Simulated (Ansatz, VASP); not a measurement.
**Zr in VASP and in Ansatz**

```
Zr
1.0
     3.23923    0.00000    0.00000
    -1.61962    2.80526    0.00000
     0.00000    0.00000    5.17222
Zr
2
Direct
  0.33333 0.66667 0.25000
  0.66667 0.33333 0.75000
```

Alike in both runs: task single point; functional PBE; k mesh 6 × 6 × 4; occupations gaussian, width 0.1 eV; collinear spin.

|  | VASP | Ansatz |
| --- | --- | --- |
| version | VASP 6.6.1 | Ansatz 0.2.0 |
| potentials or method | VASP PAW PBE potentials, release 64 (Zr_sv), cutoff 520 eV | scalar-relativistic, plane waves, PAW |
| valence electrons in the cell | 24 | 24 |

```csv
,VASP,Ansatz,Ansatz less VASP
gap on the k mesh at the Fermi level (eV),none,none,-
pressure (GPa),-0.6,-0.6,-0.01
"traceless stress, the component that is largest in VASP (GPa)",0.44,0.44,0.000
net moment per atom (μB),0.00,0.00,0.000
```

A gap of «none» marks a metal or a gap that the smearing closes. With one functional, cell and mesh, what is left measures potentials, basis and numerics. Ansatz's warnings: seeded moment not kept.

The k mesh is coarse, so the values compare programs but aren't converged.
